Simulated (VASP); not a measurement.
# TiH3 (P6_3/mmc) in VASP: further runs

Runs on TiH3. Level: PBE. Tasks: single point.

All numbers are computed with VASP 6.6.1; they aren't measurements. Logs are shortened: lines on timing, memory, paths and dates and some standing lists are left out, and cuts for length are marked.

**1. The cell of the first run**

The structure is hexagonal, space group P6_3/mmc (No. 194). The conventional cell has a = 3.165 Å, b = 3.165 Å, c = 5.585 Å, α = 90.00°, β = 90.00°, γ = 120.00°. Ti (site symmetry -6m2) has 11 H at 1.83 to 2.02 Å within 2.4 Å. Within 2.3 Å of H (site symmetry 3m) lie 7 H at 1.74 to 2.11 Å and 4 Ti at 1.92 to 2.02 Å. H (site symmetry -6m2) has 3 Ti at 1.83 Å and 6 H at 2.02 Å within 2.4 Å.

The cell was generated, and may not be a known phase.

**2. Single point, PBE, collinear spin**

File INCAR:

```
SYSTEM = TiH3
  ALGO = Normal
  EDIFF = 1E-6
  ENCUT = 520
  GGA = PE
  ISIF = 2
  ISMEAR = 0
  ISPIN = 2
  LASPH = .True.
  LCHARG = .False.
  LMAXMIX = 4
  LORBIT = 11
  LREAL = .False.
  LWAVE = .False.
  MAGMOM = 1 1 0 0 0 0 0 0
  NBANDS = 29
  NELM = 150
  PREC = Accurate
  SIGMA = 0.1
```

File KPOINTS:

```
k-points
0
Gamma
  6 6 4
  0 0 0
```

File POSCAR:

```
TiH3
1.0
    3.1654958000      0.0000000000      0.0000000000
   -1.5827479000      2.7413998000      0.0000000000
    0.0000000000      0.0000000000      5.5850786000
Ti H
2 6
Direct
    0.3333333000      0.6666667000      0.2500000000
    0.6666667000      0.3333333000      0.7500000000
    0.3333333000      0.6666667000      0.5939700000
    0.3333333000      0.6666667000      0.9060300000
    0.6666667000      0.3333333000      0.4060300000
    0.6666667000      0.3333333000      0.0939700000
    0.0000000000      0.0000000000      0.2500000000
    0.0000000000      0.0000000000      0.7500000000
```

Potentials or basis: VASP PAW PBE potentials, release 64 (Ti_sv, H).

On the command line:

```console
> cat potpaw_PBE.64/Ti_sv/POTCAR potpaw_PBE.64/H/POTCAR > POTCAR
> mpirun -np 1 vasp_std > vasp.out
```

OUTCAR:

```text
SYSTEM = TiH3
   EDIFF = 1E-6
   ENCUT = 520
   GGA = PE
   ISIF = 2
   ISMEAR = 0
   ISPIN = 2
   LASPH = .True.
   LORBIT = 11
   LREAL = .False.
   NELM = 150
   PREC = Accurate

 ion  position               nearest neighbor table
   1  0.333  0.667  0.250-   7 1.83   7 1.83   7 1.83
   2  0.667  0.333  0.750-   8 1.83   8 1.83   8 1.83
   3  0.333  0.667  0.594-
   4  0.333  0.667  0.906-
   5  0.667  0.333  0.406-
   6  0.667  0.333  0.094-
   7  0.000  0.000  0.250-   1 1.83   1 1.83   1 1.83
   8  0.000  0.000  0.750-   2 1.83   2 1.83   2 1.83

  LATTYP: Found a hexagonal cell.
 ALAT       =     3.1654958000
 C/A-ratio  =     1.7643613996

  Lattice vectors:

 A1 = (   3.1654958000,   0.0000000000,   0.0000000000)
 A2 = (  -1.5827479000,   2.7413998000,   0.0000000000)
 A3 = (   0.0000000000,   0.0000000000,   5.5850786000)

Analysis of symmetry for initial positions (statically):
=====================================================================
 Subroutine PRICEL returns:
 Original cell was already a primitive cell.

 Routine SETGRP: Setting up the symmetry group for a
 hexagonal supercell.

 Subroutine GETGRP returns: Found 24 space group operations
 (whereof 12 operations were pure point group operations)
 out of a pool of 24 trial point group operations.

The static configuration has the point symmetry D_3d.
 The point group associated with its full space group is D_6h.

Analysis of symmetry for dynamics (positions and initial velocities):
=====================================================================
 Subroutine PRICEL returns:
 Original cell was already a primitive cell.

 Routine SETGRP: Setting up the symmetry group for a
 hexagonal supercell.

 Subroutine GETGRP returns: Found 24 space group operations
 (whereof 12 operations were pure point group operations)
 out of a pool of 24 trial point group operations.

The dynamic configuration has the point symmetry D_3d.
 The point group associated with its full space group is D_6h.

Analysis of structural, dynamic, and magnetic symmetry:
=====================================================================
 Subroutine PRICEL returns:
 Original cell was already a primitive cell.

 Routine SETGRP: Setting up the symmetry group for a
[... 152 lines left out ...]
   NGX = 11   NGY = 11   NGZ = 21

 number of electron      30.0000006 magnetization       0.0012555

 number of electron      30.0000006 magnetization      -0.0003271

 Free energy of the ion-electron system (eV)
  ---------------------------------------------------
  ext. energy  EPLUGINS =         0.00000000
  ---------------------------------------------------
  free energy    TOTEN  =       -38.21415598 eV

  energy without entropy =      -38.19233680  energy(sigma->0) =      -38.20324639

 E-fermi :   7.5077     XC(G=0): -11.5115

 val. band max:        7.5039590331   @ k =   0.3333   0.0000   0.0000
 cond. band min:       7.5186845268   @ k =   0.5000   0.0000   0.2500
 fundamental gap:      0.0147254937
 Fermi energy:         7.5076839114

 spin component 1

 k-point     1 :       0.0000    0.0000    0.0000
  band No.  band energies     occupation
      1     -50.0074      1.00000
      2     -49.9814      1.00000
      3     -26.4461      1.00000
      4     -26.2123      1.00000
      5     -26.1382      1.00000
      6     -26.1382      1.00000
[... 619 lines left out ...]
     26      15.8565      0.00000
     27      17.2541      0.00000
 Fermi energy:         7.5076839114

 spin component 2

 k-point     1 :       0.0000    0.0000    0.0000
  band No.  band energies     occupation
      1     -50.0075      1.00000
      2     -49.9816      1.00000
      3     -26.4462      1.00000
      4     -26.2125      1.00000
      5     -26.1384      1.00000
      6     -26.1384      1.00000
[... 619 lines left out ...]
     26      15.8564      0.00000
     27      17.2540      0.00000
 [bands above 27 left out]

------------------------ aborting loop because EDIFF is reached ----------------------------------------

  FORCE on cell =-STRESS in cart. coord.  units (eV):
  Direction    XX          YY          ZZ          XY          YZ          ZX
  --------------------------------------------------------------------------------------
  -------------------------------------------------------------------------------------
  Total       -0.0079004     -0.0079004     -0.0716310     -0.0000000      0.0000000      0.0000000
  in kB       -0.2611672     -0.2611672     -2.3679247     -0.0000000      0.0000000      0.0000000
  external PRESSURE =      -0.9634197 kB  Pullay stress =       0.0000000 kB

 VOLUME and BASIS-vectors are now :
 -----------------------------------------------------------------------------
  energy-cutoff  :      520.00
  volume of cell :       48.47
      direct lattice vectors                 reciprocal lattice vectors
     3.165495800  0.000000000  0.000000000     0.315906279  0.182388574  0.000000000
    -1.582747900  2.741399800  0.000000000     0.000000000  0.364777148  0.000000000
     0.000000000  0.000000000  5.585078600     0.000000000  0.000000000  0.179048510

 POSITION                                       TOTAL-FORCE (eV/Angst)
 -----------------------------------------------------------------------------------
     -0.00000      1.82760      1.39627        -0.000000      0.000000      0.000000
      1.58275      0.91380      4.18881         0.000000      0.000000      0.000000
     -0.00000      1.82760      3.31737         0.000000      0.000000     -0.001763
     -0.00000      1.82760      5.06025        -0.000000     -0.000000      0.001763
      1.58275      0.91380      2.26771        -0.000000      0.000000      0.001763
      1.58275      0.91380      0.52483        -0.000000      0.000000     -0.001763
      0.00000      0.00000      1.39627        -0.000000      0.000000      0.000000
      0.00000      0.00000      4.18881         0.000000     -0.000000      0.000000
 -----------------------------------------------------------------------------------
    total drift:                               -0.000073      0.000042     -0.000002

  FREE ENERGIE OF THE ION-ELECTRON SYSTEM (eV)
  ---------------------------------------------------
  free  energy   TOTEN  =       -38.2141559817 eV

  energy  without entropy=      -38.1923368035  energy(sigma->0) =      -38.20324639

 total charge

# of ion       s       p       d       tot
------------------------------------------
    1        2.151   6.157   2.016  10.323
    2        2.151   6.157   2.016  10.323
    3        0.540   0.016   0.000   0.556
    4        0.540   0.016   0.000   0.556
    5        0.540   0.016   0.000   0.556
    6        0.540   0.016   0.000   0.556
    7        0.586   0.016   0.000   0.602
    8        0.586   0.016   0.000   0.602
--------------------------------------------------
tot          7.634  12.411   4.032  24.077

 magnetization (x)

# of ion       s       p       d       tot
------------------------------------------
    1        0.000  -0.000  -0.000  -0.000
    2        0.000  -0.000  -0.000  -0.000
    3        0.000  -0.000   0.000   0.000
    4        0.000  -0.000   0.000   0.000
    5        0.000  -0.000   0.000   0.000
    6        0.000  -0.000   0.000   0.000
    7       -0.000  -0.000   0.000  -0.000
    8       -0.000  -0.000   0.000  -0.000
--------------------------------------------------
tot          0.000  -0.000  -0.000  -0.000
```

OSZICAR:

```text
N       E                     dE             d eps       ncg     rms          rms(c)
DAV:   1     0.328637601884E+03    0.32864E+03   -0.14189E+04  2452   0.122E+03
DAV:   2    -0.737177895668E+01   -0.33601E+03   -0.32039E+03  2464   0.383E+02
DAV:   3    -0.421449155391E+02   -0.34773E+02   -0.34126E+02  3886   0.108E+02
[... 11 lines left out ...]
DAV:  15    -0.382141304246E+02   -0.66525E-04   -0.56840E-05  2670   0.495E-02    0.232E-02
DAV:  16    -0.382141470460E+02   -0.16621E-04   -0.21133E-05  2901   0.247E-02    0.120E-02
DAV:  17    -0.382141535158E+02   -0.64698E-05   -0.69140E-06  2546   0.160E-02    0.736E-03
DAV:  18    -0.382141557656E+02   -0.22498E-05   -0.93928E-06  2687   0.200E-02    0.253E-03
DAV:  19    -0.382141559817E+02   -0.21616E-06   -0.76164E-07  1601   0.540E-03
   1 F= -.38214156E+02 E0= -.38203246E+02  d E =-.218192E-01  mag=     0.0000
```

Run time: 41 s. Hardware: 1 thread of AMD EPYC 9R45 (Zen 5), shared host; peak memory 0.17 GiB.

What came out:

```
Free energy                                           : -38.2142 eV
Pressure                                              : -0.1 GPa
Band gap on the k mesh                                : zero (filled and empty bands overlap)
Net moment                                            : 0.00 μB per cell
Valence electrons inside the program's atomic spheres : Ti 10.32; H 0.56, 0.60 (each value once)
```

Stress tensor (GPa, compression positive):
```
-0.03  0.00  0.00
 0.00 -0.03  0.00
 0.00  0.00 -0.24
```

Caveat: the k points lie up to 0.38 Å⁻¹ apart, too coarse for converged energies and pressures of a metal.

**3. Single point, PBE**

File INCAR:

```
PREC = Accurate
ENCUT = 520
EDIFF = 1E-6
ISMEAR = 0
SIGMA = 0.1
LREAL = False
LASPH = True
NELM = 60
ALGO = Normal
ISIF = 2
LWAVE = False
LCHARG = False
GGA = PE
NBANDS = 25
```

File KPOINTS:

```
regular mesh
0
Gamma
  12 12 8
```

File POSCAR:

```
TiH3
1.0
    3.1654958125      0.0000000000      0.0000000000
   -1.5827479062      2.7413997892      0.0000000000
    0.0000000000      0.0000000000      5.5850786000
Ti H
2 6
Direct
    0.3333333333      0.6666666667      0.2500000000
    0.6666666667      0.3333333333      0.7500000000
    0.3333333333      0.6666666667      0.5939700000
    0.3333333333      0.6666666667      0.9060300000
    0.6666666667      0.3333333333      0.4060300000
    0.6666666667      0.3333333333      0.0939700000
    0.0000000000      0.0000000000      0.2500000000
    0.0000000000      0.0000000000      0.7500000000
```

Potentials or basis: VASP PAW PBE potentials, release 64 (Ti_sv, H).

On the command line:

```console
> cat potpaw_PBE.64/Ti_sv/POTCAR potpaw_PBE.64/H/POTCAR > POTCAR
> mpirun -np 1 vasp_std > vasp.out
```

OUTCAR:

```text
PREC = Accurate
   ENCUT = 520
   EDIFF = 1E-6
   ISMEAR = 0
   LREAL = False
   LASPH = True
   NELM = 60
   ISIF = 2
   GGA = PE

 ion  position               nearest neighbor table
   1  0.333  0.667  0.250-   7 1.83   7 1.83   7 1.83
   2  0.667  0.333  0.750-   8 1.83   8 1.83   8 1.83
   3  0.333  0.667  0.594-
   4  0.333  0.667  0.906-
[... 890 lines left out ...]
  -------------------------------------------------------------------------------------
  Total       -0.0298022     -0.0298022     -0.0364739     -0.0000000      0.0000000      0.0000000
  in kB       -0.9851783     -0.9851783     -1.2057282     -0.0000000      0.0000000      0.0000000
  external PRESSURE =      -1.0586949 kB  Pullay stress =       0.0000000 kB

 VOLUME and BASIS-vectors are now :
 -----------------------------------------------------------------------------
  energy-cutoff  :      520.00
  volume of cell :       48.47
      direct lattice vectors                 reciprocal lattice vectors
     3.165495813  0.000000000  0.000000000     0.315906278  0.182388575  0.000000000
    -1.582747906  2.741399789  0.000000000     0.000000000  0.364777149  0.000000000
     0.000000000  0.000000000  5.585078600     0.000000000  0.000000000  0.179048510

 POSITION                                       TOTAL-FORCE (eV/Angst)
 -----------------------------------------------------------------------------------
     -0.00000      1.82760      1.39627        -0.000000     -0.000000     -0.000000
      1.58275      0.91380      4.18881         0.000000      0.000000     -0.000000
     -0.00000      1.82760      3.31737         0.000000     -0.000000     -0.001505
     -0.00000      1.82760      5.06025         0.000000     -0.000000      0.001505
      1.58275      0.91380      2.26771        -0.000000      0.000000      0.001505
      1.58275      0.91380      0.52483        -0.000000      0.000000     -0.001505
      0.00000      0.00000      1.39627         0.000000     -0.000000     -0.000000
      0.00000      0.00000      4.18881        -0.000000      0.000000     -0.000000
 -----------------------------------------------------------------------------------
    total drift:                               -0.000000      0.000000     -0.000000

  FREE ENERGIE OF THE ION-ELECTRON SYSTEM (eV)
  ---------------------------------------------------
  free  energy   TOTEN  =       -38.2329006054 eV

  energy  without entropy=      -38.2168444960  energy(sigma->0) =      -38.22487255
```

stdout:

```text
POSCAR found type information on POSCAR TiH
 POSCAR found :  2 types and       8 ions
 scaLAPACK will be used
 LDA part: xc-table for (Slater+PW92), standard interpolation
 POSCAR, INCAR and KPOINTS ok, starting setup
 FFT: planning ... GRIDC
 FFT: planning ... GRID_SOFT
 FFT: planning ... GRID
 WAVECAR not read
 entering main loop
```

Run time: 50 s. Hardware: 1 thread of AMD EPYC 9R45 (Zen 5), shared host; peak memory 0.19 GiB.

What came out:

| Property | Result |
| --- | --- |
| Free energy | -38.2329 eV |
| Pressure | -0.1 GPa |
| Band gap on the k mesh | zero (bands 15 and 16 overlap by 1.11 eV) |

Levels at points of the mesh, in eV from the Fermi level:
| k point | band 13 | band 14 | band 15 | band 16 | band 17 | band 18 |
| --- | --- | --- | --- | --- | --- | --- |
| (0.00, 0.00, 0.00) | -0.55 | -0.55 | -0.32 | -0.32 | 0.68 | 0.68 |
| (0.50, 0.00, 0.00) | -4.76 | -4.45 | -0.22 | 0.90 | 1.67 | 1.73 |
| (0.00, 0.00, 0.50) | -0.53 | -0.53 | -0.53 | -0.53 | 0.87 | 0.87 |
| (0.50, 0.00, 0.50) | -4.76 | -4.76 | 0.54 | 0.54 | 1.13 | 1.13 |

**4. Single point, PBE**

This run uses another cell than the first one, of 6.08 Å³/atom.

File INCAR:

```
  PREC = Accurate
  ENCUT = 520
  EDIFF = 1E-7
  ISMEAR = -1
  SIGMA = 0.15
  LREAL = False
  LASPH = True
  NELM = 80
  ALGO = Normal
  ISIF = 2
  LWAVE = False
  LCHARG = False
  GGA = PE
  NBANDS = 25
```

File KPOINTS:

```
Automatic mesh
0
Gamma
  12 12 8
```

File POSCAR:

```
TiH3
1.0
    3.1675884219      0.0000000000      0.0000000000
   -1.5837942109      2.7432120421      0.0000000000
    0.0000000000      0.0000000000      5.5981144488
Ti H
2 6
Direct
    0.3333333333      0.6666666667      0.2500000000
    0.6666666667      0.3333333333      0.7500000000
    0.3333333333      0.6666666667      0.5937386951
    0.3333333333      0.6666666667      0.9062613049
    0.6666666667      0.3333333333      0.4062613049
    0.6666666667      0.3333333333      0.0937386951
    0.0000000000      0.0000000000      0.2500000000
    0.0000000000      0.0000000000      0.7500000000
```

On the command line:

```console
> cat potpaw_PBE.64/Ti_sv/POTCAR potpaw_PBE.64/H/POTCAR > POTCAR
> mpirun -np 1 vasp_std > vasp.out
```

Run time: 57 s. Hardware: 1 thread of AMD EPYC 9R45 (Zen 5), shared host; peak memory 0.19 GiB.

The run converged. Its results:

```yaml
Free_energy: -38.3422 eV
Pressure: -0.1 GPa
Band_gap_on_the_k_mesh: zero (bands 15 and 16 overlap by 1.12 eV)
```

Levels at points of the mesh, in eV from the Fermi level:
```
           k point  band 12  band 13  band 14  band 15  band 16  band 17  band 18  band 19
(0.00, 0.00, 0.00)    -3.16    -0.53    -0.53    -0.30    -0.30     0.70     0.70     0.72
(0.50, 0.00, 0.00)    -5.07    -4.75    -4.44    -0.20     0.91     1.68     1.74     1.82
(0.00, 0.00, 0.50)    -4.79    -0.51    -0.51    -0.51    -0.51     0.88     0.88     1.27
(0.50, 0.00, 0.50)    -6.23    -4.75    -4.75     0.56     0.56     1.14     1.14     1.87
```

**5. The runs side by side**

```tsv
spin	cell	k mesh	smearing	gap on the mesh (eV)	pressure (GPa)
collinear	a = 3.165, b = 3.165, c = 5.585 Å, angles 90.0, 90.0, 120.0°, 8 atoms, atomic positions A	6 × 6 × 4	gaussian 0.1 eV	none	-0.1
off	a = 3.165, b = 3.165, c = 5.585 Å, angles 90.0, 90.0, 120.0°, 8 atoms, atomic positions A	12 × 12 × 8	gaussian 0.1 eV	none	-0.1
off	a = 3.168, b = 3.168, c = 5.598 Å, angles 90.0, 90.0, 120.0°, 8 atoms, atomic positions B	12 × 12 × 8	fermi-dirac 0.15 eV	none	-0.1
```

Alike in all rows: task single point; level PBE; potentials or basis VASP PAW PBE potentials, release 64 (Ti_sv, H); cutoff (eV) 520.

Caveats: some runs use coarse meshes.

Absolute energies hang on the potentials; compare differences alone.
